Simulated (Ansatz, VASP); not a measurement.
**Two plane-wave programs on Ge**

The input INCAR:

```
SYSTEM = Ge
  PREC = Accurate
  ENCUT = 520
  EDIFF = 1E-7
  ISMEAR = 0
  SIGMA = 0.15
  LREAL = .False.
  LASPH = .True.
  NELM = 60
  ALGO = Fast
  ISIF = 2
  LWAVE = .False.
  LCHARG = .False.
  GGA = PE
  NBANDS = 66
```

KPOINTS

```
regular mesh
0
Gamma
  10 6 6
  0 0 0
```

The input POSCAR:

```
Ge
1.0
   -4.0584862901      0.0000000000      0.0000000000
    0.0000000000      0.0000000000     -6.6930647500
    0.0000000000     -7.0295044562      0.0000000000
Ge
8
Direct
    0.0000000000      0.9372088633      0.3445290016
    0.5000000000      0.9372088633      0.8445290016
    0.5000000000      0.4372088633      0.1554709984
    0.0000000000      0.4372088633      0.6554709984
    0.0000000000      0.5627911367      0.3221376650
    0.5000000000      0.5627911367      0.8221376650
    0.5000000000      0.0627911367      0.1778623350
    0.0000000000      0.0627911367      0.6778623350
```

Input for Ansatz:

```yaml
crystal:
  lattice:
    - [-4.0584862908, 0.0, 0.0]
    - [0.0, 0.0, -6.6930647484]
    - [0.0, -7.0295044574, 0.0]
  atoms:
    - { symbol: Ge, position: [0.0, 0.9372088633, 0.3445290016] }
    - { symbol: Ge, position: [0.5, 0.9372088633, 0.8445290016] }
    - { symbol: Ge, position: [0.5, 0.4372088633, 0.1554709984] }
    - { symbol: Ge, position: [0.0, 0.4372088633, 0.6554709984] }
    - { symbol: Ge, position: [0.0, 0.5627911367, 0.322137665] }
    - { symbol: Ge, position: [0.5, 0.5627911367, 0.822137665] }
    - { symbol: Ge, position: [0.5, 0.0627911367, 0.177862335] }
    - { symbol: Ge, position: [0.0, 0.0627911367, 0.677862335] }
basis:
  ecutwfc: 420
kpoints:
  mp_grid: { grid: [10, 6, 6] }
hamiltonian:
  xc: pbe
  pseudopotentials: { kind: paw, azcp: { folder: soft_1 } }
scf:
  occupations: { method: gaussian, width: 0.15 }
output:
  forces: true
  stress: true
  eigenvalues: true
  write_density: true
  write_potential: true
  elf: true
  volumetric_format: npy
```

Change from the starting cell: mode 4 frozen in at +0.000 Å and mode 5 at -0.079 Å (largest displacements).

Alike in both runs: task single point; functional PBE; k mesh 10 × 6 × 6; occupations gaussian, width 0.15 eV; no spin polarisation.

|  | VASP | Ansatz |
| --- | --- | --- |
| version | VASP 6.6.1 | Ansatz 0.2.0 |
| potentials or method | VASP PAW PBE potentials, release 64 (Ge_d), cutoff 520 eV | scalar-relativistic, plane waves, PAW |
| valence electrons in the cell | 112 | 112 |

|  | VASP | Ansatz | Ansatz less VASP |
| --- | --- | --- | --- |
| gap on the k mesh at the Fermi level (eV) | none | none | - |
| pressure (GPa) | -0.1 | 0.0 | +0.06 |
| traceless stress, the component that is largest in VASP (GPa) | -0.12 | -0.12 | 0.000 |
| rms of the force components (eV/Å) | 0.039 | 0.038 | -0.0012 |

Atom by atom the forces differ by 0.001 eV/Å (rms over components). A gap of «none» marks a metal or a gap that the smearing closes.
